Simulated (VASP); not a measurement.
# Ca (P4/mmm) in VASP: a series of runs

Ca is run at these levels: PBE; tasks: single point.

All numbers are computed with VASP 6.6.1; they aren't measurements. Logs are shortened: lines on timing, memory, paths and dates and some standing lists are left out, and cuts for length are marked.

## (1) The cell of the first run

Symmetry: P4/mmm, No. 123, tetragonal system. Conventional cell: a = 3.554 Å, b = 3.554 Å, c = 3.397 Å, α = 90.00°, β = 90.00°, γ = 90.00°. Ca (site symmetry 4/mmm) has 6 Ca at 3.40 to 3.55 Å within 4.5 Å.

## (2) Single point, PBE (Ba replaced by Ca, lengths x 0.891, strained)

INCAR

```
SYSTEM = Ca
PREC = Accurate
ENCUT = 520
EDIFF = 1E-6
ISMEAR = 0
SIGMA = 0.1
LREAL = .False.
LASPH = .True.
NELM = 60
ALGO = Normal
ISIF = 2
LWAVE = .False.
LCHARG = .True.
GGA = PE
LELF = .True.
LVHAR = .True.
NBANDS = 11
```

KPOINTS

```
Automatic mesh
0
Gamma
  6 6 6
  0 0 0
```

POSCAR

```
Ca
1.0
    3.5539313852      0.0000000000      0.0000000000
    0.0000000000      3.5539313852      0.0000000000
    0.0000000000      0.0000000000      3.3965272122
Ca
1
Direct
    0.5000000000      0.5000000000      0.5000000000
```

Potentials or basis: VASP PAW PBE potentials, release 64 (Ca_sv).

Run with:

```
> cat potpaw_PBE.64/Ca_sv/POTCAR > POTCAR
> mpirun -np 1 vasp_std > vasp.out
```

OUTCAR:

```text
SYSTEM = Ca
   PREC = Accurate
   ENCUT = 520
   EDIFF = 1E-6
   ISMEAR = 0
   LREAL = .False.
   LASPH = .True.
   NELM = 60
   ISIF = 2
   GGA = PE

 ion  position               nearest neighbor table
   1  0.500  0.500  0.500-

  LATTYP: Found a simple tetragonal cell.
 ALAT       =     3.5539313852
 C/A-ratio  =     0.9557098447

  Lattice vectors:

 A1 = (   3.5539313852,   0.0000000000,   0.0000000000)
 A2 = (   0.0000000000,   3.5539313852,   0.0000000000)
 A3 = (   0.0000000000,   0.0000000000,   3.3965272122)

Analysis of symmetry for initial positions (statically):
=====================================================================
 Subroutine PRICEL returns:
 Original cell was already a primitive cell.

 Routine SETGRP: Setting up the symmetry group for a
 simple tetragonal supercell.

 Subroutine GETGRP returns: Found 16 space group operations
 (whereof 16 operations were pure point group operations)
 out of a pool of 16 trial point group operations.

The static configuration has the point symmetry D_4h.

Analysis of symmetry for dynamics (positions and initial velocities):
=====================================================================
 Subroutine PRICEL returns:
 Original cell was already a primitive cell.

 Routine SETGRP: Setting up the symmetry group for a
 simple tetragonal supercell.

 Subroutine GETGRP returns: Found 16 space group operations
 (whereof 16 operations were pure point group operations)
 out of a pool of 16 trial point group operations.

The dynamic configuration has the point symmetry D_4h.

 Subroutine INISYM returns: Found 16 space group operations
 (whereof 16 operations are pure point group operations),
 and found     1 'primitive' translations

----------------------------------------------------------------------------------------

                                     Primitive cell

  volume of cell :      42.8996

  direct lattice vectors                    reciprocal lattice vectors
     3.553931385  0.000000000  0.000000000     0.281378533  0.000000000  0.000000000
     0.000000000  3.553931385  0.000000000     0.000000000  0.281378533  0.000000000
     0.000000000  0.000000000  3.396527212     0.000000000  0.000000000  0.294418368

  length of vectors
     3.553931385  3.553931385  3.396527212     0.281378533  0.281378533  0.294418368

  position of ions in fractional coordinates (direct lattice)
     0.500000000  0.500000000  0.500000000

  ion indices of the primitive-cell ions
   primitive index   ion index
                 1           1
[... 79 lines left out ...]
   ISYM   =      2    0-nonsym 1-usesym 2-fastsym
   POTIM  = 0.5000    time-step for ionic-motion
   TEBEG  =    0.0;   TEEND  =   0.0 temperature during run
   PSTRESS=    0.0 pullay stress
   NELECT =      10.0000    total number of electrons
   NUPDOWN=      -1.0000    fix difference up-down
   EMIN   =  10.00;   EMAX   =-10.00  energy-range for DOS
   EFERMI =   0.00;   METHOD = LEGACY
   ISMEAR =     0;   SIGMA  =   0.10  broadening in eV -4-tet -1-fermi 0-gaus
   EFERMI_NEDOS =   21; number of points for ismear=-14 and -15
   IALGO  =     38    algorithm
   IMIX   =      4    mixing-type and parameters
     AMIX     =   0.40;   BMIX     =  1.00
     AMIX_MAG =   1.60;   BMIX_MAG =  1.00
  volume/ion in A,a.u.               =      42.90       289.50
  Fermi-wavevector in a.u.,A,eV,Ry     =   1.007528  1.903952 13.811445  1.015113
  Thomas-Fermi vector in A             =   2.140338
   LORBIT       =      0    0 simple, 1 ext, 2 COOP (PROOUT), +10 PAW based schemes
   GGA     = PE    functional components
   LHFCALC =     F    Hartree Fock is set to
   AEXX    =    0.0000 exact exchange contribution
   IVDW    =     0    specifies the selected vdW correction
   LEPSILON=     F    determine dielectric tensor
   LRPA    =     F    only Hartree local field effects (RPA)
 non-spin polarized calculation
 Gauss-broadening in eV      SIGMA  =   0.10
  energy-cutoff  :      520.00
  volume of cell :       42.90
 maximum number of plane-waves:      1180
 NGX is ok and might be reduce to    28
   NGX = 13   NGY = 13   NGZ = 13

 number of electron      10.0000000 magnetization

 Free energy of the ion-electron system (eV)
  ---------------------------------------------------
  ext. energy  EPLUGINS =         0.00000000
  ---------------------------------------------------
  free energy    TOTEN  =        -1.53254215 eV

  energy without entropy =       -1.52628681  energy(sigma->0) =       -1.52941448

 E-fermi :   1.6555     XC(G=0):  -7.6626

 val. band max:        1.6500709381   @ k =   0.1667   0.1667   0.5000
 cond. band min:       1.6918798907   @ k =   0.5000   0.5000   0.1667
 fundamental gap:      0.0418089526
 Fermi energy:         1.6554903121

 k-point     1 :       0.0000    0.0000    0.0000
  band No.  band energies     occupation
      1     -40.4190      2.00000
      2     -21.3153      2.00000
      3     -21.3153      2.00000
      4     -21.2797      2.00000
      5      -2.0491      2.00000
      6       2.6067      0.00000
      7       2.6183      0.00000
      8       5.7988      0.00000
      9       5.9466      0.00000
     10       5.9466      0.00000
     11      10.0778      0.00000
[... 309 lines left out ...]
 k-point    24 :       0.5000    0.0000    0.3333
  band No.  band energies     occupation
      1     -40.3835      2.00000
      2     -21.4759      2.00000
      3     -21.4713      2.00000
      4     -21.2805      2.00000
      5       1.3788      1.99991
      6       2.0861      0.00000
      7       3.8895      0.00000
      8       4.4117      0.00000
      9       4.8799      0.00000
     10       5.0309      0.00000
     11       6.8107      0.00000

 [... further k-points ...]

------------------------ aborting loop because EDIFF is reached ----------------------------------------

  FORCE on cell =-STRESS in cart. coord.  units (eV):
  Direction    XX          YY          ZZ          XY          YZ          ZX
  --------------------------------------------------------------------------------------
  -------------------------------------------------------------------------------------
  Total       -0.1959730     -0.1959730      0.6429047      0.0000000      0.0000000     -0.0000000
  in kB       -7.3190335     -7.3190335     24.0106546      0.0000000      0.0000000     -0.0000000
  external PRESSURE =       3.1241959 kB  Pullay stress =       0.0000000 kB

 VOLUME and BASIS-vectors are now :
 -----------------------------------------------------------------------------
  energy-cutoff  :      520.00
  volume of cell :       42.90
      direct lattice vectors                 reciprocal lattice vectors
     3.553931385  0.000000000  0.000000000     0.281378533  0.000000000  0.000000000
     0.000000000  3.553931385  0.000000000     0.000000000  0.281378533  0.000000000
     0.000000000  0.000000000  3.396527212     0.000000000  0.000000000  0.294418368

 POSITION                                       TOTAL-FORCE (eV/Angst)
 -----------------------------------------------------------------------------------
      1.77697      1.77697      1.69826         0.000000      0.000000      0.000000
 -----------------------------------------------------------------------------------
    total drift:                                0.000000      0.000000      0.000000

  FREE ENERGIE OF THE ION-ELECTRON SYSTEM (eV)
  ---------------------------------------------------
  free  energy   TOTEN  =        -1.5325421547 eV

  energy  without entropy=       -1.5262868147  energy(sigma->0) =       -1.52941448
```

OSZICAR:

```text
N       E                     dE             d eps       ncg     rms          rms(c)
DAV:   1     0.730099082217E+02    0.73010E+02   -0.53967E+03   880   0.815E+02
DAV:   2     0.186815336796E+01   -0.71142E+02   -0.70553E+02   973   0.223E+02
DAV:   3    -0.140467719118E+01   -0.32728E+01   -0.32430E+01  1541   0.404E+01
DAV:   4    -0.153995266725E+01   -0.13528E+00   -0.13501E+00  1073   0.509E+00
DAV:   5    -0.154406601593E+01   -0.41133E-02   -0.41131E-02  1309   0.744E-01    0.228E+00
DAV:   6    -0.153585794871E+01    0.82081E-02   -0.10842E-02  1030   0.115E+00    0.139E+00
DAV:   7    -0.153288300641E+01    0.29749E-02   -0.16715E-02   959   0.153E+00    0.121E-01
DAV:   8    -0.153251469998E+01    0.36831E-03   -0.21475E-03   956   0.402E-01    0.363E-02
DAV:   9    -0.153254240267E+01   -0.27703E-04   -0.16634E-04  1315   0.105E-01    0.561E-03
DAV:  10    -0.153254215475E+01    0.24792E-06   -0.47263E-06  1032   0.155E-02
   1 F= -.15325422E+01 E0= -.15294145E+01  d E =-.625534E-02
```

Wall time 6.2 s (1 thread of Intel Xeon 6975P-C (Granite Rapids), shared host); peak memory 0.16 GiB.

What came out:

| Property | Result |
| --- | --- |
| Free energy | -1.5325 eV |
| Pressure | 0.3 GPa |
| Band gap on the k mesh | zero (bands 5 and 6 overlap by 1.14 eV) |

Stress tensor (GPa, compression positive):
```
-0.73  0.00  0.00
 0.00 -0.73  0.00
 0.00  0.00  2.40
```

Levels at points of the mesh, in eV from the Fermi level:
```tsv
k point	band 1	band 2	band 3	band 4	band 5	band 6	band 7	band 8	band 9	band 10
(0.00, 0.00, 0.00)	-42.07	-22.97	-22.97	-22.94	-3.70	0.95	0.96	4.14	4.29	4.29
(0.50, 0.00, 0.00)	-42.06	-23.16	-22.95	-22.92	-1.14	-0.42	1.41	2.95	3.24	4.39
(0.50, 0.50, 0.00)	-42.04	-23.14	-23.14	-22.91	-0.20	0.85	2.32	2.32	3.48	3.48
(0.00, 0.00, 0.50)	-42.05	-23.22	-22.94	-22.94	-0.82	-0.20	1.58	2.82	2.82	4.29
(0.50, 0.00, 0.50)	-42.03	-23.19	-23.12	-22.93	-0.25	1.17	2.57	2.69	3.11	3.32
(0.50, 0.50, 0.50)	-42.02	-23.17	-23.10	-23.10	0.72	0.72	1.02	4.90	5.09	5.66
```

Caveat: the cell differs from its parent crystal (Ba replaced by Ca, lengths x 0.891, strained).

## (3) Single point, PBE (Ba replaced by Ca, lengths x 0.891, strained)

INCAR

```
SYSTEM = Ca
PREC = Accurate
ENCUT = 520
EDIFF = 1E-6
ISMEAR = 0
SIGMA = 0.1
LREAL = .False.
LASPH = .True.
NELM = 80
ALGO = Fast
ISIF = 2
LWAVE = .False.
LCHARG = .False.
GGA = PE
NBANDS = 11
```

KPOINTS

```
regular mesh
0
Gamma
  12 12 12
  0 0 0
```

POSCAR is that of step 2.

Potentials or basis: VASP PAW PBE potentials, release 64 (Ca_sv).

Run with:

```
> cat potpaw_PBE.64/Ca_sv/POTCAR > POTCAR
> mpirun -np 1 vasp_std > vasp.out
```

Run time: 39 s. Hardware: 1 thread of Intel Xeon 6975P-C (Granite Rapids), shared host; peak memory 0.21 GiB.

It converged, with:

```yaml
Free_energy: -1.5279 eV
Pressure: 0.2 GPa
Band_gap_on_the_k_mesh: zero (bands 5 and 6 overlap by 1.22 eV)
```

Stress tensor (GPa, compression positive):
```
-0.75  0.00  0.00
 0.00 -0.75  0.00
 0.00  0.00  2.06
```

Levels at points of the mesh, in eV from the Fermi level:
| k point | band 2 | band 3 | band 4 | band 5 | band 6 | band 7 | band 8 | band 9 |
| --- | --- | --- | --- | --- | --- | --- | --- | --- |
| (0.00, 0.00, 0.00) | -23.10 | -23.10 | -23.06 | -3.85 | 0.81 | 0.83 | 4.01 | 4.16 |
| (0.50, 0.00, 0.00) | -23.29 | -23.08 | -23.05 | -1.29 | -0.56 | 1.27 | 2.82 | 3.11 |
| (0.50, 0.50, 0.00) | -23.26 | -23.26 | -23.03 | -0.35 | 0.71 | 2.18 | 2.18 | 3.35 |
| (0.00, 0.00, 0.50) | -23.35 | -23.07 | -23.07 | -0.96 | -0.35 | 1.44 | 2.69 | 2.69 |
| (0.50, 0.00, 0.50) | -23.32 | -23.25 | -23.06 | -0.40 | 1.03 | 2.42 | 2.55 | 2.97 |
| (0.50, 0.50, 0.50) | -23.30 | -23.23 | -23.23 | 0.58 | 0.58 | 0.88 | 4.77 | 4.96 |

Caveat: the cell differs from its parent crystal (Ba replaced by Ca, lengths x 0.891, strained).
